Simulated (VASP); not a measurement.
# NaCl (Fm-3m) in VASP: settings compared

Aim: see how the results for NaCl move with the level of theory and the settings. Levels: RPBE, revPBE+D3(BJ), LDA, PBE+D4. Tasks: single point, relaxation of cell and atoms.

Program: VASP 6.6.1. These are calculated values, not measurements. Logs are shortened: lines on timing, memory, paths and dates and some standing lists are left out, and cuts for length are marked.

### 1 The cell of the first run

It takes space group Fm-3m (No. 225, cubic). Conventional cell: a = 5.841 Å, b = 5.841 Å, c = 5.841 Å, α = 90.00°, β = 90.00°, γ = 90.00°. Na (site symmetry m-3m) has 6 Cl at 2.92 Å within 3.8 Å. Within 3.8 Å of Cl (site symmetry m-3m) lie 6 Na at 2.92 Å.

### 2 Single point, RPBE

The input, INCAR:

```
SYSTEM = NaCl
  PREC = Accurate
  ENCUT = 500
  EDIFF = 1E-6
  ISMEAR = 0
  SIGMA = 0.01
  LREAL = .False.
  LASPH = .True.
  NELM = 120
  ALGO = Normal
  ISIF = 2
  LWAVE = .False.
  LCHARG = .True.
  GGA = RP
  LELF = .True.
  LVHAR = .True.
  NBANDS = 14
  GGA_COMPAT = .False.
```

The input, KPOINTS:

```
regular mesh
0
Gamma
  6 6 6
  0 0 0
```

The input, POSCAR:

```
NaCl
1.0
    0.0000000000      2.9206698837      2.9206698837
    2.9206698837      0.0000000000      2.9206698837
    2.9206698837      2.9206698837      0.0000000000
Na Cl
1 1
Direct
    0.0000000000      0.0000000000      0.0000000000
    0.5000000000      0.5000000000      0.5000000000
```

Potentials or basis: VASP PAW PBE potentials, release 64 (Na_pv, Cl).

On the command line:

```sh
cat potpaw_PBE.64/Na_pv/POTCAR potpaw_PBE.64/Cl/POTCAR > POTCAR
mpirun -np 1 vasp_std > vasp.out
```

OUTCAR:

```text
SYSTEM = NaCl
   PREC = Accurate
   ENCUT = 500
   EDIFF = 1E-6
   ISMEAR = 0
   LREAL = .False.
   LASPH = .True.
   NELM = 120
   ISIF = 2
   GGA = RP

 ion  position               nearest neighbor table
   1  0.000  0.000  0.000-
   2  0.500  0.500  0.500-

  LATTYP: Found a face centered cubic cell.
 ALAT       =     5.8413397674

  Lattice vectors:

 A1 = (   0.0000000000,   2.9206698837,   2.9206698837)
 A2 = (   2.9206698837,   0.0000000000,   2.9206698837)
 A3 = (   2.9206698837,   2.9206698837,   0.0000000000)

Analysis of symmetry for initial positions (statically):
=====================================================================
 Subroutine PRICEL returns:
 Original cell was already a primitive cell.

 Routine SETGRP: Setting up the symmetry group for a
 face centered cubic supercell.

 Subroutine GETGRP returns: Found 48 space group operations
 (whereof 48 operations were pure point group operations)
 out of a pool of 48 trial point group operations.

The static configuration has the point symmetry O_h .

Analysis of symmetry for dynamics (positions and initial velocities):
=====================================================================
 Subroutine PRICEL returns:
 Original cell was already a primitive cell.

 Routine SETGRP: Setting up the symmetry group for a
 face centered cubic supercell.

 Subroutine GETGRP returns: Found 48 space group operations
 (whereof 48 operations were pure point group operations)
 out of a pool of 48 trial point group operations.

The dynamic configuration has the point symmetry O_h .

 Subroutine INISYM returns: Found 48 space group operations
 (whereof 48 operations are pure point group operations),
 and found     1 'primitive' translations

----------------------------------------------------------------------------------------

                                     Primitive cell

  volume of cell :      49.8285

  direct lattice vectors                    reciprocal lattice vectors
     0.000000000  2.920669884  2.920669884    -0.171193603  0.171193603  0.171193603
     2.920669884  0.000000000  2.920669884     0.171193603 -0.171193603  0.171193603
     2.920669884  2.920669884  0.000000000     0.171193603  0.171193603 -0.171193603

  length of vectors
     4.130450961  4.130450961  4.130450961     0.296516018  0.296516018  0.296516018

  position of ions in fractional coordinates (direct lattice)
     0.000000000  0.000000000  0.000000000
     0.500000000  0.500000000  0.500000000

  ion indices of the primitive-cell ions
[... 76 lines left out ...]
   PSTRESS=    0.0 pullay stress
   NELECT =      14.0000    total number of electrons
   NUPDOWN=      -1.0000    fix difference up-down
   EMIN   =  10.00;   EMAX   =-10.00  energy-range for DOS
   EFERMI =   0.00;   METHOD = LEGACY
   ISMEAR =     0;   SIGMA  =   0.01  broadening in eV -4-tet -1-fermi 0-gaus
   EFERMI_NEDOS =   21; number of points for ismear=-14 and -15
   IALGO  =     38    algorithm
   IMIX   =      4    mixing-type and parameters
     AMIX     =   0.40;   BMIX     =  1.00
     AMIX_MAG =   1.60;   BMIX_MAG =  1.00
  volume/ion in A,a.u.               =      24.91       168.13
  Fermi-wavevector in a.u.,A,eV,Ry     =   1.072239  2.026238 15.642578  1.149697
  Thomas-Fermi vector in A             =   2.208003
   LORBIT       =      0    0 simple, 1 ext, 2 COOP (PROOUT), +10 PAW based schemes
   GGA     = RP    functional components
   LHFCALC =     F    Hartree Fock is set to
   AEXX    =    0.0000 exact exchange contribution
   IVDW    =     0    specifies the selected vdW correction
   LEPSILON=     F    determine dielectric tensor
   LRPA    =     F    only Hartree local field effects (RPA)
 non-spin polarized calculation
 Gauss-broadening in eV      SIGMA  =   0.01
  energy-cutoff  :      500.00
  volume of cell :       49.83
 maximum number of plane-waves:      1283
   NGX = 15   NGY = 15   NGZ = 15

 number of electron      14.0000003 magnetization

 Free energy of the ion-electron system (eV)
  ---------------------------------------------------
  ext. energy  EPLUGINS =         0.00000000
  ---------------------------------------------------
  free energy    TOTEN  =        -6.46280977 eV

  energy without entropy =       -6.46280977  energy(sigma->0) =       -6.46280977

 E-fermi :  -1.0902     XC(G=0):  -7.3895

 val. band max:       -1.1658872575   @ k =   0.0000   0.0000   0.0000
 cond. band min:       3.8845172444   @ k =   0.0000   0.0000   0.0000
 fundamental gap:      5.0504045019
 Fermi energy:        -1.0901624227

 k-point     1 :       0.0000    0.0000    0.0000
  band No.  band energies     occupation
      1     -22.2380      2.00000
      2     -22.2380      2.00000
      3     -22.2380      2.00000
      4     -13.6014      2.00000
      5      -1.1659      2.00000
      6      -1.1659      2.00000
      7      -1.1659      2.00000
      8       3.8845      0.00000
      9      10.0029      0.00000
     10      10.0029      0.00000
     11      10.0029      0.00000
     12      11.9620      0.00000
     13      11.9620      0.00000
     14      13.6766      0.00000
[... 241 lines left out ...]
      1     -22.2482      2.00000
      2     -22.2447      2.00000
      3     -22.2437      2.00000
      4     -13.3170      2.00000
      5      -2.3245      2.00000
      6      -1.8975      2.00000
      7      -1.7401      2.00000
      8       7.0627      0.00000
      9       7.8757      0.00000
     10       9.1280      0.00000
     11      10.5598      0.00000
     12      13.4568      0.00000
     13      14.4584      0.00000
     14      14.6791      0.00000

------------------------ aborting loop because EDIFF is reached ----------------------------------------

  FORCE on cell =-STRESS in cart. coord.  units (eV):
  Direction    XX          YY          ZZ          XY          YZ          ZX
  --------------------------------------------------------------------------------------
  -------------------------------------------------------------------------------------
  Total       -0.0182658     -0.0182658     -0.0182658      0.0000000      0.0000000      0.0000000
  in kB       -0.5873159     -0.5873159     -0.5873159      0.0000000      0.0000000      0.0000000
  external PRESSURE =      -0.5873159 kB  Pullay stress =       0.0000000 kB

 VOLUME and BASIS-vectors are now :
 -----------------------------------------------------------------------------
  energy-cutoff  :      500.00
  volume of cell :       49.83
      direct lattice vectors                 reciprocal lattice vectors
     0.000000000  2.920669884  2.920669884    -0.171193603  0.171193603  0.171193603
     2.920669884  0.000000000  2.920669884     0.171193603 -0.171193603  0.171193603
     2.920669884  2.920669884  0.000000000     0.171193603  0.171193603 -0.171193603

 POSITION                                       TOTAL-FORCE (eV/Angst)
 -----------------------------------------------------------------------------------
      0.00000      0.00000      0.00000         0.000000      0.000000      0.000000
      2.92067      2.92067      2.92067        -0.000000     -0.000000     -0.000000
 -----------------------------------------------------------------------------------
    total drift:                                0.000000      0.000000      0.000000

  FREE ENERGIE OF THE ION-ELECTRON SYSTEM (eV)
  ---------------------------------------------------
  free  energy   TOTEN  =        -6.4628097698 eV

  energy  without entropy=       -6.4628097698  energy(sigma->0) =       -6.46280977
```

stdout:

```text
POSCAR found type information on POSCAR NaCl
 POSCAR found :  2 types and       2 ions
 scaLAPACK will be used
 -----------------------------------------------------------------------------
|                                                                             |
|                                                                             |
|     You enforced a specific xc type in the INCAR file but a different       |
|     I HOPE YOU KNOW WHAT YOU ARE DOING!                                     |
|                                                                             |
 -----------------------------------------------------------------------------

 LDA part: xc-table for (Slater+PW92), standard interpolation
 POSCAR, INCAR and KPOINTS ok, starting setup
 FFT: planning ... GRIDC
 FFT: planning ... GRID_SOFT
 FFT: planning ... GRID
 WAVECAR not read
 entering main loop
```

Wall time 24 s (1 thread of Intel Xeon 8259CL, shared host); peak memory 0.16 GiB.

What came out:

```
Free energy            : -6.4628 eV
Pressure               : -0.1 GPa
Band gap on the k mesh : 5.05 eV
```

Caveat: the PAW data sets were made with another functional, which shifts forces and pressure a little. Expect the measured gap to be larger: semilocal functionals such as RPBE lack the derivative discontinuity.

### 3 Relaxation of cell and atoms, revPBE+D3(BJ)

This run uses another cell than the first one, of 22.19 Å³/atom.

The input, INCAR:

```
  PREC = Accurate
  ENCUT = 500
  EDIFF = 1E-7
  ISMEAR = 0
  SIGMA = 0.01
  LREAL = False
  LASPH = True
  NELM = 120
  ALGO = Normal
  ISIF = 3
  LWAVE = False
  LCHARG = False
  GGA = RE
  IVDW = 12
  IBRION = 2
  NSW = 80
  EDIFFG = -0.005
  GGA_COMPAT = False
  NELMIN = 4
```

The input, KPOINTS:

```
regular mesh
0
Gamma
  6 6 6
```

The input, POSCAR:

```
NaCl
1.0
    0.0000000000      2.8100000000      2.8100000000
    2.8100000000      0.0000000000      2.8100000000
    2.8100000000      2.8100000000      0.0000000000
Na Cl
1 1
Direct
    0.0000000000      0.0000000000      0.0000000000
    0.5000000000      0.5000000000      0.5000000000
```

Potentials or basis: VASP PAW PBE potentials, release 64 (Na_pv, Cl).

On the command line:

```sh
cat potpaw_PBE.64/Na_pv/POTCAR potpaw_PBE.64/Cl/POTCAR > POTCAR
mpirun -np 1 vasp_std > vasp.out
```

Run time: 48 s. Hardware: 1 thread of Intel Xeon 8259CL, shared host; peak memory 0.17 GiB.

Results (log left out):

| Property | Result |
| --- | --- |
| Free energy | -7.2446 eV |
| Relaxed volume | 21.76 Å³/atom |
| Relaxed cell | a = 3.948 Å, b = 3.948 Å, c = 3.948 Å, α = 60.00°, β = 60.00°, γ = 60.00° |
| Space group after relaxing (to 0.1 Å) | Fm-3m (No. 225) |
| Energy gained by relaxing | 0.7 meV/atom |
| Ionic steps | 3 |
| Pressure after relaxing | 0.0 GPa |
| Band gap on the k mesh | 5.50 eV |
| Dispersion energy per atom | -0.421 eV |

Step by step:
| step | energy change (eV) | largest force (eV/Å) | pressure (GPa) | volume (Å³) |
| --- | --- | --- | --- | --- |
| 1 | 0.0000 | 0.0000 | -0.53 | 44.38 |
| 2 | -0.0011 | 0.0000 | -0.26 | 43.91 |
| 3 | -0.0015 | 0.0000 | -0.02 | 43.52 |

Final structure:
```
Na Cl
1.0
     0.00000    2.79184    2.79184
     2.79184    0.00000    2.79184
     2.79184    2.79184    0.00000
Na Cl
1 1
Direct
  0.00000 0.00000 0.00000
  0.50000 0.50000 0.50000
```

Levels at points of the mesh, in eV from the valence-band top:
```
           k point  band 3  band 4  band 5  band 6  band 7  band 8  band 9  band 10  band 11
(0.00, 0.00, 0.00)  -20.78  -12.72    0.00    0.00    0.00    5.50   11.29    11.29    11.29
(0.50, 0.00, 0.00)  -20.78  -12.36   -1.96   -0.28   -0.28    7.55   11.12    11.20    11.20
(0.50, 0.50, 0.00)  -20.79  -12.31   -1.69   -0.61   -0.61    7.86    8.25    11.78    15.32
```

Caveat: the PAW data sets were made with another functional, which shifts forces and pressure a little. A hybrid or GW would open this gap; revPBE tends to underestimate it.

### 4 Relaxation of cell and atoms, RPBE

This run uses another cell than the first one, of 22.19 Å³/atom.

The input, INCAR:

```
ALGO     = Normal         # electronic algorithm
EDIFF    = 1E-7           # SCF threshold, eV
EDIFFG   = -0.005         # ionic threshold
ENCUT    = 500            # plane-wave cutoff, eV
GGA      = RP             # functional
GGA_COMPAT= False        
IBRION   = 2              # ionic algorithm
ISIF     = 3              # what is computed and relaxed
ISMEAR   = 0              # smearing method
LASPH    = True           # aspherical terms in the spheres
LCHARG   = False          # write CHGCAR
LREAL    = False          # projectors in reciprocal space
LWAVE    = False          # write WAVECAR
NELM     = 120            # most SCF steps
NELMIN   = 4            
NSW      = 80             # ionic steps
PREC     = Accurate       # precision mode
SIGMA    = 0.01           # smearing width, eV
```

The input, KPOINTS:

```
k-points
0
Gamma
  6 6 6
```

POSCAR is that of step 3.

On the command line:

```sh
cat potpaw_PBE.64/Na_pv/POTCAR potpaw_PBE.64/Cl/POTCAR > POTCAR
mpirun -np 1 vasp_std > vasp.out
```

Wall time 62 s (1 thread of Intel Xeon 8259CL, shared host); peak memory 0.16 GiB.

The run converged. Its results:

- Free energy: -6.4591 eV
- Relaxed volume: 24.79 Å³/atom
- Relaxed cell: a = 4.123 Å, b = 4.123 Å, c = 4.123 Å, α = 60.00°, β = 60.00°, γ = 60.00°
- Space group after relaxing (to 0.1 Å): Fm-3m (No. 225)
- Energy gained by relaxing: 21.3 meV/atom
- Ionic steps: 4
- Pressure after relaxing: 0.0 GPa
- Band gap on the k mesh: 5.07 eV

Step by step:
```tsv
step	energy change (eV)	largest force (eV/Å)	pressure (GPa)	volume (Å³)
1	0.0000	0.0000	2.91	44.38
2	-0.0334	0.0000	1.22	47.02
3	-0.0420	0.0000	-0.26	50.17
4	-0.0425	0.0000	-0.01	49.57
```

Final structure:
```
Na Cl
1.0
     0.00000    2.91569    2.91569
     2.91569    0.00000    2.91569
     2.91569    2.91569    0.00000
Na Cl
1 1
Direct
  0.00000 0.00000 0.00000
  0.50000 0.50000 0.50000
```

Levels at points of the mesh, in eV from the valence-band top:
```
           k point  band 3  band 4  band 5  band 6  band 7  band 8  band 9  band 10  band 11
(0.00, 0.00, 0.00)  -21.06  -12.45    0.00    0.00    0.00    5.07   11.17    11.17    11.17
(0.50, 0.00, 0.00)  -21.06  -12.20   -1.58   -0.21   -0.21    7.38   10.11    10.91    10.91
(0.50, 0.50, 0.00)  -21.06  -12.16   -1.36   -0.49   -0.49    7.49    8.39    10.94    14.21
```

Caveat: the PAW data sets were made with another functional, which shifts forces and pressure a little. A hybrid or GW would open this gap; RPBE tends to underestimate it.

### 5 Relaxation of cell and atoms, LDA

This run uses another cell than the first one, of 22.19 Å³/atom.

The input, INCAR:

```
SYSTEM = NaCl
  ALGO = Normal
  EDIFF = 1E-7
  EDIFFG = -0.005
  ENCUT = 500
  GGA_COMPAT = .False.
  IBRION = 2
  ISIF = 3
  ISMEAR = 0
  LASPH = .True.
  LCHARG = .False.
  LREAL = .False.
  LWAVE = .False.
  NELM = 120
  NELMIN = 4
  NSW = 80
  PREC = Accurate
  SIGMA = 0.01
```

The input, KPOINTS:

```
k-points
0
Gamma
  6 6 6
  0 0 0
```

POSCAR is that of step 4.

Potentials or basis: VASP PAW LDA potentials, release 64 (Na_pv, Cl).

On the command line:

```sh
cat potpaw_LDA.64/Na_pv/POTCAR potpaw_LDA.64/Cl/POTCAR > POTCAR
mpirun -np 1 vasp_std > vasp.out
```

Run time: 43 s. Hardware: 1 thread of Intel Xeon 8259CL, shared host; peak memory 0.14 GiB.

It converged, with:

* Free energy: -7.3903 eV
* Relaxed volume: 20.39 Å³/atom
* Relaxed cell: a = 3.864 Å, b = 3.864 Å, c = 3.864 Å, α = 60.00°, β = 60.00°, γ = 60.00°
* Space group after relaxing (to 0.1 Å): Fm-3m (No. 225)
* Energy gained by relaxing: 13.7 meV/atom
* Ionic steps: 4
* Pressure after relaxing: 0.0 GPa
* Band gap on the k mesh: 5.08 eV

Step by step:
```tsv
step	energy change (eV)	largest force (eV/Å)	pressure (GPa)	volume (Å³)
1	0.0000	0.0000	-2.26	44.38
2	-0.0214	0.0000	-1.15	42.40
3	-0.0273	0.0000	-0.10	40.91
4	-0.0273	0.0000	0.01	40.78
```

Final structure:
```cif
data_structure
_symmetry_space_group_name_H-M 'P 1'
_symmetry_Int_Tables_number 1
_cell_length_a 3.8637
_cell_length_b 3.8637
_cell_length_c 3.8637
_cell_angle_alpha 60.000
_cell_angle_beta 60.000
_cell_angle_gamma 60.000
_cell_volume 40.78
loop_
_atom_site_label
_atom_site_type_symbol
_atom_site_fract_x
_atom_site_fract_y
_atom_site_fract_z
_atom_site_occupancy
Na1 Na 0.00000 0.00000 0.00000 1
Cl1 Cl 0.50000 0.50000 0.50000 1
```

Levels at points of the mesh, in eV from the valence-band top:
```tsv
k point	band 4	band 5	band 6	band 7	band 8	band 9	band 10	band 11
(0.00, 0.00, 0.00)	-12.82	0.00	0.00	0.00	5.08	10.93	10.93	10.93
(0.50, 0.00, 0.00)	-12.35	-2.34	-0.33	-0.33	7.05	10.90	10.90	11.05
(0.50, 0.50, 0.00)	-12.30	-2.01	-0.72	-0.72	7.44	7.63	11.63	15.19
```

### 6 Relaxation of cell and atoms, PBE+D4

This run uses another cell than the first one, of 22.19 Å³/atom.

The input, INCAR:

```
SYSTEM = NaCl
PREC = Accurate ; ENCUT = 500
EDIFF = 1E-7 ; ISMEAR = 0
SIGMA = 0.01 ; LREAL = .False.
LASPH = .True. ; NELM = 120
ALGO = Normal ; ISIF = 3
LWAVE = .False. ; LCHARG = .False.
GGA = PE ; IVDW = 13
IBRION = 2 ; NSW = 80
EDIFFG = -0.005 ; GGA_COMPAT = .False.
NELMIN = 4
```

The input, KPOINTS:

```
Automatic mesh
0
Gamma
  6 6 6
  0 0 0
```

POSCAR is that of step 5.

Potentials or basis: VASP PAW PBE potentials, release 64 (Na_pv, Cl).

On the command line:

```sh
cat potpaw_PBE.64/Na_pv/POTCAR potpaw_PBE.64/Cl/POTCAR > POTCAR
mpirun -np 1 vasp_std > vasp.out
```

It took 32 s on 1 thread of Intel Xeon 8259CL, shared host; peak memory 0.16 GiB.

It converged, with:

```yaml
Free_energy: -6.9696 eV
Relaxed_volume: 22.34 Å³/atom
Relaxed_cell: a = 3.983 Å, b = 3.983 Å, c = 3.983 Å, α = 60.00°, β = 60.00°, γ = 60.00°
Space_group_after_relaxing_to_0.1_Å: Fm-3m (No. 225)
Energy_gained_by_relaxing: 0.1 meV/atom
Ionic_steps: 3
Pressure_after_relaxing: 0.0 GPa
Band_gap_on_the_k_mesh: 5.12 eV
Dispersion_energy_per_atom: -0.098 eV
```

Step by step:
| step | energy change (eV) | largest force (eV/Å) | pressure (GPa) | volume (Å³) |
| --- | --- | --- | --- | --- |
| 1 | 0.0000 | 0.0000 | 0.17 | 44.38 |
| 2 | -0.0001 | 0.0000 | 0.08 | 44.53 |
| 3 | -0.0001 | 0.0000 | 0.00 | 44.67 |

Final structure:
```
CELL_PARAMETERS angstrom
0.00000 2.81620 2.81620
2.81620 0.00000 2.81620
2.81620 2.81620 0.00000
ATOMIC_POSITIONS crystal
Na 0.00000 0.00000 0.00000
Cl 0.50000 0.50000 0.50000
```

Levels at points of the mesh, in eV from the valence-band top:
```
           k point  band 3  band 4  band 5  band 6  band 7  band 8  band 9  band 10  band 11
(0.00, 0.00, 0.00)  -20.81  -12.67    0.00    0.00    0.00    5.12   11.12    11.12    11.12
(0.50, 0.00, 0.00)  -20.81  -12.33   -1.94   -0.27   -0.27    7.28   10.66    10.98    10.98
(0.50, 0.50, 0.00)  -20.82  -12.28   -1.67   -0.60   -0.60    7.55    8.08    11.35    14.81
```

### 7 The runs side by side

| task | level | potentials or basis | cell | gap on the mesh (eV) | pressure (GPa) | relaxed volume (Å³/atom) |
| --- | --- | --- | --- | --- | --- | --- |
| single point | RPBE | VASP PAW PBE potentials, release 64 (Na_pv, Cl) | a = 4.130 Å, angles 60.0°, 2 atoms | 5.05 | -0.1 | - |
| relaxation of cell and atoms | revPBE+D3(BJ) | VASP PAW PBE potentials, release 64 (Na_pv, Cl) | relaxed from a = 3.974 Å, angles 60.0°, 2 atoms | 5.50 | 0.0 | 21.76 |
| relaxation of cell and atoms | RPBE | VASP PAW PBE potentials, release 64 (Na_pv, Cl) | relaxed from a = 3.974 Å, angles 60.0°, 2 atoms | 5.07 | 0.0 | 24.79 |
| relaxation of cell and atoms | LDA | VASP PAW LDA potentials, release 64 (Na_pv, Cl) | relaxed from a = 3.974 Å, angles 60.0°, 2 atoms | 5.08 | 0.0 | 20.39 |
| relaxation of cell and atoms | PBE+D4 | VASP PAW PBE potentials, release 64 (Na_pv, Cl) | relaxed from a = 3.974 Å, angles 60.0°, 2 atoms | 5.12 | 0.0 | 22.34 |

Alike in all rows: no spin polarisation; k mesh 6 × 6 × 6; cutoff (eV) 500; smearing gaussian 0.01 eV.

Caveats: the PAW data sets were made with another functional, which shifts forces and pressure a little (at least some runs).

Absolute energies hang on the potentials; compare differences alone.
